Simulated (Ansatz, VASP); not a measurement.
**One calculation of H2O, two programs**

INCAR

```
  ALGO = Normal
  EDIFF = 1E-6
  ENCUT = 520
  GGA = RP
  GGA_COMPAT = F
  ISIF = 2
  ISMEAR = 0
  LASPH = T
  LCHARG = F
  LREAL = F
  LWAVE = F
  NBANDS = 11
  NELM = 120
  NELMDL = -8
  PREC = Accurate
  SIGMA = 0.01
```

KPOINTS

```
k-points
0
Gamma
  1 1 1
```

Contents of POSCAR:

```
H2O
1.0
   12.0000000000      0.0000000000      0.0000000000
    0.0000000000     12.5000000000      0.0000000000
    0.0000000000      0.0000000000     13.0000000000
O H
1 2
Direct
    0.5000000000      0.5000000000      0.5229517360
    0.5000000000      0.5611373503      0.4770566512
    0.5000000000      0.4388626497      0.4770566512
```

Input for Ansatz:

```yaml
crystal:
  lattice:
    - [12.0, 0.0, 0.0]
    - [0.0, 12.5, 0.0]
    - [0.0, 0.0, 13.0]
  atoms:
    - { symbol: O, position: [0.5, 0.5, 0.522951736] }
    - { symbol: H, position: [0.5, 0.5611373503, 0.4770566512] }
    - { symbol: H, position: [0.5, 0.4388626497, 0.4770566512] }
scf:
  occupations: { method: gaussian, width: 0.01 }
output:
  forces: true
hamiltonian:
  xc: rpbe
kpoints:
  mp_grid: { grid: [1, 1, 1] }
```

Alike in both runs: task single point; functional RPBE; k mesh 1 × 1 × 1; occupations gaussian, width 0.01 eV; no spin polarisation.

|  | VASP | Ansatz |
| --- | --- | --- |
| version | VASP 6.6.1 | Ansatz 0.2.0 |
| potentials or method | VASP PAW PBE potentials, release 64 (O, H) | scalar-relativistic, plane waves, PAW |
| plane-wave cutoff (eV) | 520 | 420 |
| valence electrons in the cell | 8 | 8 |

VASP gave:

* rms of the force components (eV/Å): 0.083

Task: Which values does Ansatz return?

Result: rms of the force components (eV/Å): 0.028.

VASP's potentials were made for PBE, not for RPBE. Atom by atom the forces differ by 0.062 eV/Å (rms over components).
